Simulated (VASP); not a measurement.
Write the native input for VASP 6.6.1 that does the following.

```yaml
Task: single point
Functional: PBE
Potentials_or_basis: VASP PAW PBE potentials, release 64 (Ru_pv)
Cutoff: 520 eV
k_mesh: 24 × 24 × 14
Occupations: gaussian, width 0.15 eV
Spin: no spin polarisation
Dipole_correction: no
Further_INCAR_settings: ALGO = Fast; EDIFF = 1e-06; NBANDS = 21
```

The structure of Ru lies in POSCAR:

```
Ru
1.0
    2.7200250909      0.0000000000      0.0000000000
   -1.3600125454      2.3556108276      0.0000000000
    0.0000000000      0.0000000000      4.2967694965
Ru
2
Direct
    0.2923280104      0.6366486869      0.2500000000
    0.7076719896      0.3633513131      0.7500000000
```

This cell differs from its parent crystal: atoms displaced along a vibrational mode.

One way to write it, as run:

INCAR

```
PREC = Accurate ; ENCUT = 520
EDIFF = 1E-6 ; ISMEAR = 0
SIGMA = 0.15 ; LREAL = F
LASPH = T ; NELM = 80
ALGO = Fast ; ISIF = 2
LWAVE = F ; LCHARG = F
GGA = PE ; NBANDS = 21
```

KPOINTS

```
regular mesh
0
Gamma
  24 24 14
```

Potentials or basis: VASP PAW PBE potentials, release 64 (Ru_pv).

Command:

```sh
$ cat potpaw_PBE.64/Ru_pv/POTCAR > POTCAR
$ mpirun -np 1 vasp_std > vasp.out
```

Results of the run:

```
Pressure               : 1.9 GPa
Largest force          : 1.281 eV/Å
Band gap on the k mesh : zero (bands 14 and 15 overlap by 2.94 eV)
```

Caveat: the cell differs from its parent crystal (atoms displaced along a vibrational mode); the stress differs along the axes, from -1 to 4 GPa; forces of over 1 eV/Å act on the atoms, so gaps and moduli don't describe the material at rest.

Wall time 6.4 min on 1 thread of Intel(R) Xeon(R) 6975P-C (Granite Rapids), on a shared host, peak memory 1 GiB.
